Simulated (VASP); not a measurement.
# Cs2H3 in VASP: a series of runs

Runs on Cs2H3. Level: PBE. Tasks: relaxation of cell and atoms, single point.

Everything below comes from runs of VASP 6.6.1. Logs are shortened: lines on timing, memory, paths and dates and some standing lists are left out, and cuts for length are marked.

## 1. The cell of the first run

The structure is hexagonal, space group P6/mmm (No. 191). Conventional cell: a = 7.438 Å, b = 7.438 Å, c = 4.080 Å, α = 90.00°, β = 90.00°, γ = 120.00°. Within 3.9 Å of Cs (site symmetry -6m2) lie 6 H at 2.96 Å. H (site symmetry mmm) has 4 Cs at 2.96 Å and 4 H at 3.72 Å within 3.9 Å.

The cell was generated, and may not be a known phase.

## 2. Relaxation of cell and atoms, PBE

Contents of INCAR:

```
PREC     = Accurate       # precision mode
ENCUT    = 600            # plane-wave cutoff, eV
EDIFF    = 1E-7           # SCF threshold, eV
ISMEAR   = 0              # smearing method
SIGMA    = 0.1            # smearing width, eV
LREAL    = F              # projectors in reciprocal space
LASPH    = T              # aspherical terms in the spheres
NELM     = 60             # most SCF steps
ALGO     = Normal         # electronic algorithm
ISIF     = 3              # what is computed and relaxed
LWAVE    = F              # write WAVECAR
LCHARG   = F              # write CHGCAR
GGA      = PE             # functional
IBRION   = 2              # ionic algorithm
NSW      = 100            # ionic steps
EDIFFG   = -0.01          # ionic threshold
```

Contents of KPOINTS:

```
regular mesh
0
Gamma
  6 6 10
```

Contents of POSCAR:

```
Cs2H3
1.0
    7.4376065121      0.0000000000      0.0000000000
   -3.7188032560      6.4411561828      0.0000000000
    0.0000000000      0.0000000000      4.0801604115
Cs H
2 3
Direct
    0.3333333333      0.6666666667      0.5000000000
    0.6666666667      0.3333333333      0.5000000000
    0.5000000000      0.0000000000      0.0000000000
    0.0000000000      0.5000000000      0.0000000000
    0.5000000000      0.5000000000      0.0000000000
```

Potentials or basis: VASP PAW PBE potentials, release 64 (Cs_sv, H).

Command:

```console
cat potpaw_PBE.64/Cs_sv/POTCAR potpaw_PBE.64/H/POTCAR > POTCAR
mpirun -np 1 vasp_std > vasp.out
```

OUTCAR:

```text
PREC = Accurate
   ENCUT = 600
   EDIFF = 1E-7
   ISMEAR = 0
   LREAL = F
   LASPH = T
   NELM = 60
   ISIF = 3
   GGA = PE
   IBRION = 2
   NSW = 100
   EDIFFG = -0.01

 ion  position               nearest neighbor table
   1  0.333  0.667  0.500-
   2  0.667  0.333  0.500-
   3  0.500  0.000  0.000-
   4  0.000  0.500  0.000-
   5  0.500  0.500  0.000-

  LATTYP: Found a hexagonal cell.
 ALAT       =     7.4376065121
 C/A-ratio  =     0.5485851402

  Lattice vectors:

 A1 = (   7.4376065121,   0.0000000000,   0.0000000000)
 A2 = (  -3.7188032560,   6.4411561828,   0.0000000000)
 A3 = (   0.0000000000,   0.0000000000,   4.0801604115)

Analysis of symmetry for initial positions (statically):
=====================================================================
 Subroutine PRICEL returns:
 Original cell was already a primitive cell.

 Routine SETGRP: Setting up the symmetry group for a
 hexagonal supercell.

 Subroutine GETGRP returns: Found 24 space group operations
 (whereof 24 operations were pure point group operations)
 out of a pool of 24 trial point group operations.

The static configuration has the point symmetry D_6h.

Analysis of symmetry for dynamics (positions and initial velocities):
=====================================================================
 Subroutine PRICEL returns:
 Original cell was already a primitive cell.

 Routine SETGRP: Setting up the symmetry group for a
 hexagonal supercell.

 Subroutine GETGRP returns: Found 24 space group operations
 (whereof 24 operations were pure point group operations)
 out of a pool of 24 trial point group operations.

The dynamic configuration has the point symmetry D_6h.

 Subroutine INISYM returns: Found 24 space group operations
 (whereof 24 operations are pure point group operations),
 and found     1 'primitive' translations

----------------------------------------------------------------------------------------

                                     Primitive cell

  volume of cell :     195.4674

  direct lattice vectors                    reciprocal lattice vectors
     7.437606512  0.000000000  0.000000000     0.134451856  0.077625815  0.000000000
    -3.718803256  6.441156183  0.000000000     0.000000000  0.155251631  0.000000000
     0.000000000  0.000000000  4.080160411     0.000000000  0.000000000  0.245088403

  length of vectors
     7.437606512  7.437606512  4.080160411     0.155251631  0.155251631  0.245088403

  position of ions in fractional coordinates (direct lattice)
     0.333333333  0.666666667  0.500000000
     0.666666667  0.333333333  0.500000000
     0.500000000  0.000000000  0.000000000
     0.000000000  0.500000000  0.000000000
     0.500000000  0.500000000  0.000000000

  ion indices of the primitive-cell ions
   primitive index   ion index
                 1           1
                 2           2
                 3           3
                 4           4
                 5           5

----------------------------------------------------------------------------------------

 KPOINTS: regular mesh

Automatic generation of k-mesh.
 Grid dimensions read from file:
 generate k-points for:    6    6   10

 Generating k-lattice:

  Cartesian coordinates                     Fractional coordinates (reciprocal lattice)
     0.022408643  0.012937636  0.000000000     0.166666667  0.000000000  0.000000000
     0.000000000  0.025875272  0.000000000     0.000000000  0.166666667  0.000000000
     0.000000000  0.000000000  0.024508840     0.000000000  0.000000000  0.100000000

  Length of vectors
     0.025875272  0.025875272  0.024508840

  Shift w.r.t. Gamma in fractional coordinates (k-lattice)
     0.000000000  0.000000000  0.000000000

 Subroutine IBZKPT returns following result:
 ===========================================

 Found     42 irreducible k-points:

 Following reciprocal coordinates:
            Coordinates               Weight
  0.000000  0.000000  0.000000      1.000000
  0.166667  0.000000  0.000000      6.000000
  0.333333  0.000000  0.000000      6.000000
  0.500000  0.000000  0.000000      3.000000
  0.166667  0.166667  0.000000      6.000000
  0.333333  0.166667  0.000000     12.000000
[... 16 lines left out ...]
  0.166667  0.000000  0.300000     12.000000
  0.333333  0.000000  0.300000     12.000000
 [... further k-points ...]
   k-points           NKPTS =     42   k-points in BZ     NKDIM =     42   number of bands    NBANDS=     14
   number of dos      NEDOS =    301   number of ions     NIONS =      5
   total plane-waves  NPLWV = 129600
   dimension x,y,z NGX =    60 NGY =   60 NGZ =   36
   dimension x,y,z NGXF=   120 NGYF=  120 NGZF=   72
   ions per type =               2   3
   NGX,Y,Z   is equivalent  to a cutoff of  13.41, 13.41, 14.67 a.u.
   NGXF,Y,Z  is equivalent  to a cutoff of  26.82, 26.82, 29.34 a.u.
 SYSTEM =  unknown system
   PREC   = accura    normal or accurate (medium, high low for compatibility)
   ISTART =      0    job   : 0-new  1-cont  2-samecut
   ICHARG =      2    charge: 1-file 2-atom 10-const
   ISPIN  =      1    spin polarized calculation?
   LNONCOLLINEAR =      F non collinear calculations
   LSORBIT =      F    spin-orbit coupling
   LASPH  =      T    aspherical Exc in radial PAW
   ENCUT  =  600.0 eV  44.10 Ry    6.64 a.u.  14.85 14.85  8.15*2*pi/ulx,y,z
   NELM   =     60;   NELMIN=  2; NELMDL= -5     # of ELM steps
   EDIFF  = 0.1E-06   stopping-criterion for ELM
   LREAL  =      F    real-space projection
   EDIFFG = -.1E-01   stopping-criterion for IOM
   NSW    =    100    number of steps for IOM
   IBRION =      2    ionic relax: 0-MD 1-quasi-New 2-CG
   NFREE  =      1    steps in history (QN), initial steepest desc. (CG)
   ISIF   =      3    stress and relaxation
   ISYM   =      2    0-nonsym 1-usesym 2-fastsym
   POTIM  = 0.5000    time-step for ionic-motion
   TEBEG  =    0.0;   TEEND  =   0.0 temperature during run
   PSTRESS=    0.0 pullay stress
   NELECT =      21.0000    total number of electrons
   NUPDOWN=      -1.0000    fix difference up-down
   EMIN   =  10.00;   EMAX   =-10.00  energy-range for DOS
   EFERMI =   0.00;   METHOD = LEGACY
   ISMEAR =     0;   SIGMA  =   0.10  broadening in eV -4-tet -1-fermi 0-gaus
   EFERMI_NEDOS =   21; number of points for ismear=-14 and -15
   IALGO  =     38    algorithm
   IMIX   =      4    mixing-type and parameters
     AMIX     =   0.40;   BMIX     =  1.00
     AMIX_MAG =   1.60;   BMIX_MAG =  1.00
  volume/ion in A,a.u.               =      39.09       263.82
  Fermi-wavevector in a.u.,A,eV,Ry     =   0.778257  1.470693  8.240836  0.605684
  Thomas-Fermi vector in A             =   1.881116
   LORBIT       =      0    0 simple, 1 ext, 2 COOP (PROOUT), +10 PAW based schemes
   GGA     = PE    functional components
   LHFCALC =     F    Hartree Fock is set to
   AEXX    =    0.0000 exact exchange contribution
   IVDW    =     0    specifies the selected vdW correction
   LEPSILON=     F    determine dielectric tensor
   LRPA    =     F    only Hartree local field effects (RPA)
 conjugate gradient relaxation of ions
 non-spin polarized calculation
 Gauss-broadening in eV      SIGMA  =   0.10
  energy-cutoff  :      600.00
  volume of cell :      195.47
 maximum number of plane-waves:      6592
 NGX is ok and might be reduce to    60
   NGX = 29   NGY = 29   NGZ = 17

--------------------------------------- Ionic step        1  -------------------------------------------

 number of electron      20.9999998 magnetization

 Free energy of the ion-electron system (eV)
  ---------------------------------------------------
  ext. energy  EPLUGINS =         0.00000000
  ---------------------------------------------------
  free energy    TOTEN  =       -10.00219016 eV

  energy without entropy =       -9.98013587  energy(sigma->0) =       -9.99116302

------------------------ aborting loop because EDIFF is reached ----------------------------------------

  FORCE on cell =-STRESS in cart. coord.  units (eV):
  Direction    XX          YY          ZZ          XY          YZ          ZX
  --------------------------------------------------------------------------------------
  -------------------------------------------------------------------------------------
  Total        0.4597718      0.4597718      0.2974576      0.0000000      0.0000000      0.0000000
  in kB        3.7685879      3.7685879      2.4381555      0.0000000      0.0000000      0.0000000
  external PRESSURE =       3.3251104 kB  Pullay stress =       0.0000000 kB
[... 180 lines left out ...]
  energy  without entropy=       -9.9886839330  energy(sigma->0) =      -10.00228551

--------------------------------------- Ionic step        6  -------------------------------------------

 number of electron      21.0000001 magnetization

 Free energy of the ion-electron system (eV)
  ---------------------------------------------------
  ext. energy  EPLUGINS =         0.00000000
  ---------------------------------------------------
  free energy    TOTEN  =       -10.01681046 eV

  energy without entropy =       -9.98931878  energy(sigma->0) =      -10.00306462

 E-fermi :  -2.1926     XC(G=0):  -5.4382

 val. band max:       -2.1936405867   @ k =   0.5000   0.0000   0.5000
 cond. band min:      -2.1786006212   @ k =   0.1667   0.0000   0.1000
 fundamental gap:      0.0150399656
 Fermi energy:        -2.1925978968

 k-point     1 :       0.0000    0.0000    0.0000
  band No.  band energies     occupation
      1     -22.7898      2.00000
      2     -22.7393      2.00000
      3      -9.8989      2.00000
      4      -9.8989      2.00000
      5      -9.4971      2.00000
      6      -9.4971      2.00000
      7      -9.1437      2.00000
      8      -9.0730      2.00000
      9      -3.4042      2.00000
     10      -2.0367      0.02746
     11      -2.0367      0.02746
     12       1.9261      0.00000
     13       2.2274      0.00000
     14       2.2455      0.00000
[... 375 lines left out ...]
 k-point    24 :       0.3333    0.0000    0.3000
  band No.  band energies     occupation
      1     -22.7301      2.00000
      2     -22.7028      2.00000
      3      -9.7929      2.00000
      4      -9.7845      2.00000
      5      -9.7286      2.00000
      6      -9.6577      2.00000
      7      -9.4839      2.00000
      8      -9.4049      2.00000
      9      -2.4827      1.99996
     10      -2.4587      1.99983
     11      -2.4387      1.99950
     12       2.0966      0.00000
     13       2.5239      0.00000
     14       2.8164      0.00000

 [... further k-points ...]
[... 5 lines left out ...]
  --------------------------------------------------------------------------------------
  -------------------------------------------------------------------------------------
  Total        0.0040934      0.0040934      0.0095415      0.0000000     -0.0000000      0.0000000
  in kB        0.0314356      0.0314356      0.0732751      0.0000000     -0.0000000      0.0000000
  external PRESSURE =       0.0453821 kB  Pullay stress =       0.0000000 kB
[... 20 lines left out ...]
  FREE ENERGIE OF THE ION-ELECTRON SYSTEM (eV)
  ---------------------------------------------------
  free  energy   TOTEN  =       -10.0168104555 eV

  energy  without entropy=       -9.9893187823  energy(sigma->0) =      -10.00306462

 reached required accuracy - stopping structural energy minimisation
```

Run time: 13 min. Hardware: 1 thread of Intel Xeon 8259CL, shared host; peak memory 0.45 GiB.

Results:

| Item | Value |
| --- | --- |
| Free energy | -10.0168 eV |
| Relaxed volume | 41.73 Å³/atom |
| Relaxed cell | a = 7.671 Å, b = 7.671 Å, c = 4.094 Å, α = 90.00°, β = 90.00°, γ = 120.00° |
| Space group after relaxing (to 0.1 Å) | P6/mmm (No. 191) |
| Energy gained by relaxing | 2.9 meV/atom |
| Ionic steps | 6 |
| Pressure after relaxing | 0.0 GPa |
| Band gap on the k mesh | zero (an odd number of electrons rules out a gap without spin polarisation) |

Step by step:
| step | energy change (eV) | largest force (eV/Å) | pressure (GPa) | volume (Å³) |
| --- | --- | --- | --- | --- |
| 1 | 0.0000 | 0.0000 | 0.33 | 195.47 |
| 2 | -0.0044 | 0.0000 | 0.26 | 197.77 |
| 3 | -0.0120 | 0.0000 | 0.06 | 204.79 |
| 4 | -0.0127 | 0.0000 | -0.02 | 207.81 |
| 5 | -0.0137 | 0.0000 | -0.01 | 208.06 |
| 6 | -0.0146 | 0.0000 | 0.00 | 208.63 |

Final structure:
```xyz
5
Lattice="7.6706 0.0000 0.0000 -3.8353 6.6430 0.0000 0.0000 0.0000 4.0943" Properties=species:S:1:pos:R:3 pbc="T T T"
Cs    0.0000    4.4287    2.0471
Cs    3.8353    2.2143    2.0471
H     3.8353    0.0000    0.0000
H     5.7530    3.3215    0.0000
H     1.9177    3.3215    0.0000
```

Caveat: spin-orbit coupling is left out, which moves the levels of the heavy elements; an odd number of electrons without spin polarisation forces a metal; a magnetic or distorted state may lie lower.

[end of part 1 of 2]
